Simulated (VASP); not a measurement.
Runs of VASP 6.6.1 on TlBr. The structure is cubic, space group Pm-3m (No. 221). The conventional cell has a = 3.946 Å, b = 3.946 Å, c = 3.946 Å, α = 90.00°, β = 90.00°, γ = 90.00°. Tl (site symmetry m-3m) has 8 Br at 3.42 Å and 6 Tl at 3.95 Å within 4.5 Å. Br (site symmetry m-3m) has 8 Tl at 3.42 Å and 6 Br at 3.95 Å within 4.5 Å. 

```csv
level,potentials or basis,cutoff (eV),grid for exact exchange (PRECFOCK),screening parameter,gap on the mesh (eV),pressure (GPa)
LDA,"VASP PAW LDA potentials, release 64 (Tl_d, Br)",500,-,-,1.57,-2.0
PBE,"VASP PAW PBE potentials, release 64 (Tl_d, Br)",500,-,-,1.78,2.0
r2SCAN,"VASP PAW PBE potentials, release 64 (Tl_d, Br)",550,-,-,2.23,(a)
HSE06,"VASP PAW PBE potentials, release 64 (Tl_d, Br)",400,Normal,0.2079 1/Å,2.47,(b)
```

Alike in all rows: task single point; no spin polarisation; cell as given; k mesh 4 × 4 × 4; smearing gaussian 0.01 eV.

Question: Estimate the missing entries.

Answer: (a) 1.1; (b) 1.6.

Caveats: spin-orbit coupling is left out, which moves the levels of the heavy elements; the PAW data sets were made with another functional, which shifts forces and pressure a little (some runs).

A k mesh can miss the band edges, and the runs leave out spin-orbit coupling on Br, Tl.
